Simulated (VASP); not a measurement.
Here is a VASP 6.6.1 calculation.

Contents of INCAR:

```
PREC = Accurate
ENCUT = 520
EDIFF = 1E-6
ISMEAR = -1
SIGMA = 0.08
LREAL = F
LASPH = T
NELM = 80
ALGO = Normal
ISIF = 2
LWAVE = F
LCHARG = F
GGA = CA
NBANDS = 9
```

KPOINTS

```
regular mesh
0
Gamma
  16 16 16
```

Contents of POSCAR:

```
S
1.0
   -1.4878049490      1.4878049490      1.4878049490
    1.4878049490     -1.4878049490      1.4878049490
    1.4878049490      1.4878049490     -1.4878049490
S
1
Direct
    0.0000000000      0.0000000000      0.0000000000
```

Potentials or basis: VASP PAW LDA potentials, release 64 (S).

Command:

```sh
$ cat potpaw_LDA.64/S/POTCAR > POTCAR
$ mpirun -np 1 vasp_std > vasp.out
```

Task: Estimate the band gap on the k mesh.

Result: Zero (band 3 reaches 14.57 eV, above the bottom of band 4 at 4.97 eV).

Task: Predict the pressure.

Result: 13.5 GPa.
